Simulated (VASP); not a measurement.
# C (I4_1/amd) in VASP: notebook

The runs below take C through single point, with LDA.

Program: VASP 6.6.1. These are calculated values, not measurements. Logs are shortened: lines on timing, memory, paths and dates and some standing lists are left out, and cuts for length are marked.

### 1 The cell of the first run

The structure is tetragonal, space group I4_1/amd (No. 141). Conventional cell: a = 2.558 Å, b = 2.558 Å, c = 3.365 Å, α = 90.00°, β = 90.00°, γ = 90.00°. Within 2.0 Å of C (site symmetry -4m2) lie 4 C at 1.53 Å.

### 2 Single point, LDA (5.51 Å³/atom)

Contents of INCAR:

```
  PREC = Accurate
  ENCUT = 1300
  EDIFF = 1E-6
  ISMEAR = 0
  SIGMA = 0.05
  LREAL = F
  LASPH = T
  NELM = 120
  ALGO = Normal
  ISIF = 2
  LWAVE = F
  LCHARG = F
  NBANDS = 11
  GGA_COMPAT = F
```

Contents of KPOINTS:

```
regular mesh
0
Gamma
  12 12 12
```

Contents of POSCAR:

```
C
1.0
    0.0000000000      1.8088756607      1.6826161395
    1.8088756607      0.0000000000      1.6826161395
    1.8088756607      1.8088756607      0.0000000000
C
2
Direct
    0.5000000000      0.5000000000      0.5000000000
    0.7500000000      0.7500000000      0.7500000000
```

Potentials or basis: VASP PAW LDA potentials, release 64 (C_h).

Launch:

```console
$ cat potpaw_LDA.64/C_h/POTCAR > POTCAR
$ mpirun -np 1 vasp_std > vasp.out
```

OUTCAR:

```text
PREC = Accurate
   ENCUT = 1300
   EDIFF = 1E-6
   ISMEAR = 0
   LREAL = F
   LASPH = T
   NELM = 120
   ISIF = 2

 ion  position               nearest neighbor table
   1  0.500  0.500  0.500-
   2  0.750  0.750  0.750-

  LATTYP: Found a body centered tetragonal cell.
 ALAT       =     2.5581364920
 C/A-ratio  =     1.3155014557

  Lattice vectors:

 A1 = (   0.0000000000,  -1.8088756607,  -1.6826161395)
 A2 = (   0.0000000000,   1.8088756607,  -1.6826161395)
 A3 = (   1.8088756607,   0.0000000000,   1.6826161395)

Analysis of symmetry for initial positions (statically):
=====================================================================
 Subroutine PRICEL returns:
 Original cell was already a primitive cell.

 Routine SETGRP: Setting up the symmetry group for a
 body centered tetragonal supercell.

 Subroutine GETGRP returns: Found 16 space group operations
 (whereof  8 operations were pure point group operations)
 out of a pool of 16 trial point group operations.

The static configuration has the point symmetry D_2d.
 The point group associated with its full space group is D_4h.

Analysis of symmetry for dynamics (positions and initial velocities):
=====================================================================
 Subroutine PRICEL returns:
 Original cell was already a primitive cell.

 Routine SETGRP: Setting up the symmetry group for a
 body centered tetragonal supercell.

 Subroutine GETGRP returns: Found 16 space group operations
 (whereof  8 operations were pure point group operations)
 out of a pool of 16 trial point group operations.

The dynamic configuration has the point symmetry D_2d.
 The point group associated with its full space group is D_4h.

 Subroutine INISYM returns: Found 16 space group operations
 (whereof  8 operations are pure point group operations),
 and found     1 'primitive' translations

----------------------------------------------------------------------------------------

                                     Primitive cell

  volume of cell :      11.0111

  direct lattice vectors                    reciprocal lattice vectors
     0.000000000  1.808875661  1.682616140    -0.276414798  0.276414798  0.297156308
     1.808875661  0.000000000  1.682616140     0.276414798 -0.276414798  0.297156308
     1.808875661  1.808875661  0.000000000     0.276414798  0.276414798 -0.297156308

  length of vectors
     2.470471256  2.470471256  2.558136492     0.491031722  0.491031722  0.491031722

  position of ions in fractional coordinates (direct lattice)
     0.500000000  0.500000000  0.500000000
     0.750000000  0.750000000  0.750000000

  ion indices of the primitive-cell ions
   primitive index   ion index
                 1           1
                 2           2

----------------------------------------------------------------------------------------

 KPOINTS: regular mesh

Automatic generation of k-mesh.
 Grid dimensions read from file:
 generate k-points for:   12   12   12

 Generating k-lattice:

  Cartesian coordinates                     Fractional coordinates (reciprocal lattice)
    -0.023034566  0.023034566  0.024763026     0.083333333 -0.000000000  0.000000000
     0.023034566 -0.023034566  0.024763026    -0.000000000  0.083333333  0.000000000
     0.023034566  0.023034566 -0.024763026     0.000000000  0.000000000  0.083333333

  Length of vectors
     0.040919310  0.040919310  0.040919310

  Shift w.r.t. Gamma in fractional coordinates (k-lattice)
     0.000000000  0.000000000  0.000000000

 Subroutine IBZKPT returns following result:
 ===========================================

 Found    163 irreducible k-points:

 Following reciprocal coordinates:
            Coordinates               Weight
  0.000000  0.000000  0.000000      1.000000
  0.083333 -0.000000  0.000000      8.000000
  0.166667  0.000000  0.000000      8.000000
  0.250000  0.000000  0.000000      8.000000
  0.333333 -0.000000  0.000000      8.000000
  0.416667 -0.000000  0.000000      8.000000
[... 16 lines left out ...]
  0.500000  0.166667  0.000000      8.000000
 -0.416667  0.166667  0.000000      8.000000
 [... further k-points ...]
   k-points           NKPTS =    163   k-points in BZ     NKDIM =    163   number of bands    NBANDS=     11
   number of dos      NEDOS =    301   number of ions     NIONS =      2
   total plane-waves  NPLWV =  27000
   dimension x,y,z NGX =    30 NGY =   30 NGZ =   30
   dimension x,y,z NGXF=    60 NGYF=   60 NGZF=   60
   ions per type =               2
   NGX,Y,Z   is equivalent  to a cutoff of  20.19, 20.19, 19.50 a.u.
   NGXF,Y,Z  is equivalent  to a cutoff of  40.38, 40.38, 38.99 a.u.
 SYSTEM =  unknown system
   PREC   = accura    normal or accurate (medium, high low for compatibility)
   ISTART =      0    job   : 0-new  1-cont  2-samecut
   ICHARG =      2    charge: 1-file 2-atom 10-const
   ISPIN  =      1    spin polarized calculation?
   LNONCOLLINEAR =      F non collinear calculations
   LSORBIT =      F    spin-orbit coupling
   LASPH  =      T    aspherical Exc in radial PAW
   ENCUT  = 1300.0 eV  95.55 Ry    9.77 a.u.   7.26  7.26  7.52*2*pi/ulx,y,z
   NELM   =    120;   NELMIN=  2; NELMDL= -5     # of ELM steps
   EDIFF  = 0.1E-05   stopping-criterion for ELM
   LREAL  =      F    real-space projection
   EDIFFG = 0.1E-04   stopping-criterion for IOM
   NSW    =      0    number of steps for IOM
   IBRION =     -1    ionic relax: 0-MD 1-quasi-New 2-CG
   NFREE  =      0    steps in history (QN), initial steepest desc. (CG)
   ISIF   =      2    stress and relaxation
   ISYM   =      2    0-nonsym 1-usesym 2-fastsym
   POTIM  = 0.5000    time-step for ionic-motion
   TEBEG  =    0.0;   TEEND  =   0.0 temperature during run
   PSTRESS=    0.0 pullay stress
   NELECT =       8.0000    total number of electrons
   NUPDOWN=      -1.0000    fix difference up-down
   EMIN   =  10.00;   EMAX   =-10.00  energy-range for DOS
   EFERMI =   0.00;   METHOD = LEGACY
   ISMEAR =     0;   SIGMA  =   0.05  broadening in eV -4-tet -1-fermi 0-gaus
   EFERMI_NEDOS =   21; number of points for ismear=-14 and -15
   IALGO  =     38    algorithm
   IMIX   =      4    mixing-type and parameters
     AMIX     =   0.40;   BMIX     =  1.00
     AMIX_MAG =   1.60;   BMIX_MAG =  1.00
  volume/ion in A,a.u.               =       5.51        37.15
  Fermi-wavevector in a.u.,A,eV,Ry     =   1.471727  2.781161 29.469962  2.165981
  Thomas-Fermi vector in A             =   2.586828
   LORBIT       =      0    0 simple, 1 ext, 2 COOP (PROOUT), +10 PAW based schemes
   GGA     = CA    functional components
   LHFCALC =     F    Hartree Fock is set to
   AEXX    =    0.0000 exact exchange contribution
   IVDW    =     0    specifies the selected vdW correction
   LEPSILON=     F    determine dielectric tensor
   LRPA    =     F    only Hartree local field effects (RPA)
 non-spin polarized calculation
 Gauss-broadening in eV      SIGMA  =   0.05
  energy-cutoff  :     1300.00
  volume of cell :       11.01
 maximum number of plane-waves:      1192
 NGX is ok and might be reduce to    30
   NGX = 15   NGY = 15   NGZ = 15

 number of electron       8.0000000 magnetization

 Free energy of the ion-electron system (eV)
  ---------------------------------------------------
  ext. energy  EPLUGINS =         0.00000000
  ---------------------------------------------------
  free energy    TOTEN  =       -20.15860410 eV

  energy without entropy =      -20.15860410  energy(sigma->0) =      -20.15860410

 E-fermi :  12.3302     XC(G=0): -13.8034

 val. band max:       12.0316193544   @ k =   0.0000   0.0000   0.0000
 cond. band min:      14.4232781976   @ k =   0.4167   0.4167   0.0000
 fundamental gap:      2.3916588432
 Fermi energy:        12.3302359605

 k-point     1 :       0.0000    0.0000    0.0000
  band No.  band energies     occupation
      1     -10.3720      2.00000
      2      11.0059      2.00000
      3      11.0059      2.00000
      4      12.0316      2.00000
      5      16.4321      0.00000
      6      17.3249      0.00000
      7      17.3249      0.00000
      8      25.5199      0.00000
      9      30.8089      0.00000
     10      36.4097      0.00000
     11      37.7240      0.00000

 k-point     2 :       0.0833   -0.0000    0.0000
  band No.  band energies     occupation
      1     -10.1755      2.00000
      2       9.9960      2.00000
      3      10.6567      2.00000
      4      11.5006      2.00000
      5      16.8700      0.00000
      6      17.7298      0.00000
      7      18.0610      0.00000
      8      25.6349      0.00000
      9      31.1190      0.00000
     10      34.6255      0.00000
     11      35.9509      0.00000

 k-point     3 :       0.1667    0.0000    0.0000
  band No.  band energies     occupation
      1      -9.5881      2.00000
      2       7.5428      2.00000
      3       9.8842      2.00000
      4      10.7450      2.00000
      5      17.7293      0.00000
      6      18.5699      0.00000
      7      19.3427      0.00000
      8      25.9625      0.00000
      9      31.7170      0.00000
     10      33.3689      0.00000
     11      34.5215      0.00000
[... 267 lines left out ...]
 k-point    23 :       0.5000    0.1667    0.0000
  band No.  band energies     occupation
      1      -4.1934      2.00000
      2      -1.0710      2.00000
      3       6.6254      2.00000
      4       7.1115      2.00000
      5      17.6023      0.00000
      6      21.9680      0.00000
      7      23.5359      0.00000
      8      24.8639      0.00000
      9      31.9767      0.00000
     10      35.8390      0.00000
     11      38.2573      0.00000

 k-point    24 :      -0.4167    0.1667    0.0000
  band No.  band energies     occupation
      1      -4.0977      2.00000
      2      -1.1907      2.00000
      3       6.5711      2.00000
      4       6.9853      2.00000
      5      17.9595      0.00000
      6      21.5564      0.00000
      7      23.5935      0.00000
      8      26.4861      0.00000
      9      30.7228      0.00000
     10      35.7247      0.00000
     11      36.1271      0.00000

 [... further k-points ...]

------------------------ aborting loop because EDIFF is reached ----------------------------------------

  FORCE on cell =-STRESS in cart. coord.  units (eV):
  Direction    XX          YY          ZZ          XY          YZ          ZX
  --------------------------------------------------------------------------------------
  -------------------------------------------------------------------------------------
  Total       -1.3915790     -1.3915790      3.0004907      0.0000000      0.0000000      0.0000000
  in kB     -202.4817887   -202.4817887    436.5865912      0.0000000      0.0000000      0.0000000
  external PRESSURE =      10.5410046 kB  Pullay stress =       0.0000000 kB

 VOLUME and BASIS-vectors are now :
 -----------------------------------------------------------------------------
  energy-cutoff  :     1300.00
  volume of cell :       11.01
      direct lattice vectors                 reciprocal lattice vectors
     0.000000000  1.808875661  1.682616140    -0.276414798  0.276414798  0.297156308
     1.808875661  0.000000000  1.682616140     0.276414798 -0.276414798  0.297156308
     1.808875661  1.808875661  0.000000000     0.276414798  0.276414798 -0.297156308

 POSITION                                       TOTAL-FORCE (eV/Angst)
 -----------------------------------------------------------------------------------
      1.80888      1.80888      1.68262        -0.000000      0.000000     -0.000000
      2.71331      2.71331      2.52392         0.000000      0.000000      0.000000
 -----------------------------------------------------------------------------------
    total drift:                                0.000000     -0.000000     -0.000000

  FREE ENERGIE OF THE ION-ELECTRON SYSTEM (eV)
  ---------------------------------------------------
  free  energy   TOTEN  =       -20.1586040993 eV

  energy  without entropy=      -20.1586040993  energy(sigma->0) =      -20.15860410
```

Run time: 35 s. Hardware: 1 thread of Intel Xeon Platinum 8488C (Sapphire Rapids), shared host; peak memory 0.18 GiB.

Results:

```yaml
Free_energy: -20.1586 eV
Pressure: 1.1 GPa
Band_gap_on_the_k_mesh: 2.39 eV (least direct gap 4.40 eV)
```

Stress tensor (GPa, compression positive):
```
-20.25   0.00   0.00
  0.00 -20.25   0.00
  0.00   0.00  43.66
```

Caveat: the stress differs along the axes, from -20 to 44 GPa.

### 3 Single point, LDA (5.64 Å³/atom)

This run uses another cell than the first one, of 5.64 Å³/atom.

Contents of INCAR:

```
ALGO = Normal ; EDIFF = 1E-6
ENCUT = 1300 ; GGA = CA
GGA_COMPAT = False ; ISIF = 2
ISMEAR = 0 ; LASPH = True
LCHARG = True ; LELF = True
LREAL = False ; LVHAR = True
LWAVE = False ; NBANDS = 11
NELM = 120 ; PREC = Accurate
SIGMA = 0.05
```

Contents of KPOINTS:

```
k-points
0
Gamma
  12 12 12
```

Contents of POSCAR:

```
C
1.0
    0.0000000000      1.8232640915      1.6960002579
    1.8232640915      0.0000000000      1.6960002579
    1.8232640915      1.8232640915      0.0000000000
C
2
Direct
    0.5000000000      0.5000000000      0.5000000000
    0.7500000000      0.7500000000      0.7500000000
```

Potentials or basis: VASP PAW LDA potentials, release 64 (C_h).

Launch:

```console
$ cat potpaw_LDA.64/C_h/POTCAR > POTCAR
$ mpirun -np 1 vasp_std > vasp.out
```

Wall time 35 s (1 thread of Intel Xeon Platinum 8375C at 2.90GHz (Ice Lake), shared host); peak memory 0.18 GiB.

Results (log left out):

```
Free energy            : -20.1518 eV
Pressure               : -9.6 GPa
Band gap on the k mesh : 2.37 eV (least direct gap 4.35 eV)
```

Stress tensor (GPa, compression positive):
```
-30.40   0.00   0.00
  0.00 -30.40   0.00
  0.00   0.00  31.94
```

Levels at points of the mesh, in eV from the valence-band top:
| k point | band 1 | band 2 | band 3 | band 4 | band 5 | band 6 | band 7 | band 8 |
| --- | --- | --- | --- | --- | --- | --- | --- | --- |
| (0.00, 0.00, 0.00) | -22.07 | -1.01 | -1.01 | 0.00 | 4.35 | 5.23 | 5.23 | 12.95 |
| (0.50, 0.00, 0.00) | -16.17 | -14.09 | -4.08 | -2.87 | 6.91 | 7.41 | 9.51 | 14.85 |
| (0.50, 0.50, 0.00) | -12.54 | -12.54 | -7.68 | -7.68 | 2.94 | 2.94 | 16.23 | 16.23 |
| (0.50, 0.00, 0.50) | -13.69 | -13.69 | -6.60 | -6.60 | 4.66 | 4.66 | 15.66 | 15.66 |

Caveat: the stress differs along the axes, from -30 to 32 GPa. A k mesh can miss the band edges.
